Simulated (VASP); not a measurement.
## ZnO (zincite): single point with PBEsol

**Measured values to compare with.**

From “Electronic structure of alkaline earth and post-transition metal oxides”, 2009, arxiv:0908.1581, for a bulk crystal of ZnO: band gap 3.37 eV.

ZnO (zincite):

```
CELL_PARAMETERS angstrom
3.24931 0.00000 0.00000
-1.62465 2.81398 0.00000
0.00000 0.00000 5.20571
ATOMIC_POSITIONS crystal
Zn 0.66667 0.33333 0.00000
Zn 0.33333 0.66667 0.50000
O 0.33333 0.66667 0.87901
O 0.66667 0.33333 0.37901
```

- Program: VASP 6.6.1
- Task: single point
- Functional: PBEsol
- Potentials or basis: VASP PAW PBE potentials, release 64 (Zn, O)
- Cutoff: 520 eV
- k mesh: 9 × 9 × 5
- Occupations: fermi-dirac, width 0.05 eV
- Spin: no spin polarisation
- Dipole correction: no
- Further INCAR settings: ALGO = Normal; EDIFF = 1e-06; NBANDS = 26

| Quantity | Value |
| --- | --- |
| Pressure | -0.6 GPa |
| Largest force | 0.065 eV/Å |
| Band gap on the k mesh | 0.68 eV, direct |

Forces on the atoms (eV/Å):
```
Zn   0.000  0.000 -0.065
Zn   0.000  0.000 -0.065
O    0.000  0.000  0.065
O    0.000  0.000  0.065
```

Stress tensor (GPa, compression positive):
```
-1.17  0.00  0.00
 0.00 -1.17  0.00
 0.00  0.00  0.55
```

Levels at points of the mesh, in eV from the valence-band top:
```tsv
k point	band 14	band 15	band 16	band 17	band 18	band 19	band 20	band 21	band 22	band 23
(0.00, 0.00, 0.00)	-0.82	-0.82	-0.07	0.00	0.00	0.68	5.10	8.14	12.72	12.72
```

It took 19 s on 1 thread of Intel(R) Xeon(R) 6975P-C (Granite Rapids), on a shared host, peak memory 0.17 GiB.

A measured gap of ZnO is 3.37 eV (quoted in “Electronic structure of alkaline earth and post-transition metal oxides”, 2009, arxiv:0908.1581); the calculated 0.68 eV misses it by -2.69 eV. So large a miss can be the level of theory's own, or it may mean another phase, state or a wrong row. The value is that of PBEsol, without temperature or zero-point motion. Semilocal functionals fall short of measured gaps as a rule.

Caveat: the PAW data sets were made with another functional, which shifts forces and pressure a little.
